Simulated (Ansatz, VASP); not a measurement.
SnSe2: VASP beside Ansatz

INCAR

```
  PREC = Accurate
  ENCUT = 520
  EDIFF = 1E-6
  ISMEAR = 0
  SIGMA = 0.05
  LREAL = F
  LASPH = T
  NELM = 100
  ALGO = Normal
  ISIF = 2
  LWAVE = F
  LCHARG = T
  GGA = PE
  LELF = T
  LVHAR = T
  NBANDS = 20
```

The input KPOINTS:

```
Automatic mesh
0
Gamma
  12 12 6
```

File POSCAR:

```
SnSe2
1.0
    3.8109987816      0.0000000000      0.0000000000
   -1.9054993908      2.8053584948      0.0000000000
    0.0000000000      0.0000000000      6.1370000000
Sn Se
1 2
Direct
    0.0000000000      0.0000000000      0.0000000000
    0.3333333333      0.6666666667      0.2500000000
    0.6666666667      0.3333333333      0.7500000000
```

Input for Ansatz:

```yaml
crystal:
  lattice:
    - [3.8109987816, 0.0, 0.0]
    - [-1.9054993908, 2.8053584948, 0.0]
    - [0.0, 0.0, 6.137]
  atoms:
    - { symbol: Sn, position: [0.0, 0.0, 0.0] }
    - { symbol: Se, position: [0.3333333333, 0.6666666667, 0.25] }
    - { symbol: Se, position: [0.6666666667, 0.3333333333, 0.75] }
basis:
  ecutwfc: 420
kpoints:
  mp_grid: { grid: [12, 12, 6] }
hamiltonian:
  xc: pbe
scf:
  occupations: { method: gaussian, width: 0.05 }
output:
  forces: true
  stress: true
  eigenvalues: true
```

Change from the starting cell: strain -0.1500 x Voigt [0, 1, 0, 0, 0, 0], atoms carried along.

Alike in both runs: task single point; functional PBE; k mesh 12 × 12 × 6; occupations gaussian, width 0.05 eV; no spin polarisation.

|  | VASP | Ansatz |
| --- | --- | --- |
| version | VASP 6.6.1 | Ansatz 0.2.0 |
| potentials or method | VASP PAW PBE potentials, release 64 (Sn_d, Se), cutoff 520 eV | scalar-relativistic, plane waves, PAW |
| valence electrons in the cell | 26 | 46 |

Ansatz gave:

- gap on the k mesh at the Fermi level (eV): none
- pressure (GPa): 25.8
- traceless stress, the component that is largest in VASP (GPa): 11.64
- rms of the force components (eV/Å): 1.220

**Question.** Estimate VASP's values.

**Answer.** gap on the k mesh at the Fermi level (eV): none; pressure (GPa): 26.0; traceless stress, the component that is largest in VASP (GPa): 11.58; rms of the force components (eV/Å): 1.232.

Atom by atom the forces differ by 0.014 eV/Å (rms over components). A gap of «none» marks a metal or a gap that the smearing closes. The functional is the same, so the differences come from potentials, cutoffs and numerics. VASP's potentials hold 26 valence electrons a cell and Ansatz's 46, so a difference there can come from the potentials and not from the codes.
